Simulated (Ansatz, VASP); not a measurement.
La in VASP and in Ansatz

Contents of INCAR:

```
SYSTEM = La
PREC = Accurate ; ENCUT = 500
EDIFF = 1E-6 ; ISMEAR = 1
SIGMA = 0.025 ; LREAL = .FALSE.
LASPH = .TRUE. ; NELM = 200
ALGO = Normal ; ISIF = 2
LWAVE = .FALSE. ; LCHARG = .FALSE.
ISPIN = 2 ; MAGMOM = 1
LORBIT = 11 ; NUPDOWN = 1.0
LMAXMIX = 6 ; GGA = LIBXC
LIBXC1 = GGA_X_PBE ; LIBXC2 = LDA_C_PW
NBANDS = 16 ; GGA_COMPAT = .FALSE.
```

Contents of KPOINTS:

```
Automatic mesh
0
G
  9 9 9
  0 0 0
```

POSCAR

```
La
1.0
    0.0000000000      2.6803132028      2.6803132028
    2.6803132028      0.0000000000      2.6803132028
    2.6803132028      2.6803132028      0.0000000000
La
1
Direct
    0.0000000000      0.0000000000      0.0000000000
```

File input.yaml:

```yaml
crystal:
  lattice:
    - [0.0, 2.6803132028, 2.6803132028]
    - [2.6803132028, 0.0, 2.6803132028]
    - [2.6803132028, 2.6803132028, 0.0]
  atoms:
    - { symbol: La, position: [0.0, 0.0, 0.0], spin: 1.0 }
kpoints:
  mp_grid: { grid: [9, 9, 9] }
scf:
  occupations: { method: cold, width: 0.025 }
hamiltonian:
  xc: { exchange: pbe, correlation: lda }
  pseudopotentials: { kind: all_electron, lapw: { basis_error: 0.001 } }
magnetization:
  spin_polarized: true
  initial_magnetization: 1.0
  spin_locking: { lock_magnetization: hard }
output:
  forces: true
  stress: true
  eigenvalues: true
```

Change from the starting cell: volume scaled by 1.04.

Alike in both runs: task single point; functional pbe exchange, lda correlation; k mesh 9 × 9 × 9; collinear spin; fixed moment 1 μB.

```csv
,VASP,Ansatz
version,VASP 6.6.1,Ansatz 0.2.0
potentials or method,"VASP PAW PBE potentials, release 64 (La), cutoff 500 eV","all-electron LAPW, scalar-relativistic"
occupations,"methfessel-paxton of order 1, width 0.025 eV","cold, width 0.025 eV"
```

VASP gave:

| Quantity | Value |
| --- | --- |
| pressure (GPa) | 2.9 |
| size of the moment on the site where the two differ most (μB) | 0.44 |

Task: Estimate Ansatz's values.

Result: Pressure (GPa): 2.9; size of the moment on the site where the two differ most (μB): 0.79.

VASP's potentials were made for PBE, not for pbe exchange, lda correlation. Site moments also hang on the region over which each program counts them. Ansatz ran all-electron here, and VASP with PAW potentials.

Spin-orbit coupling is off throughout.
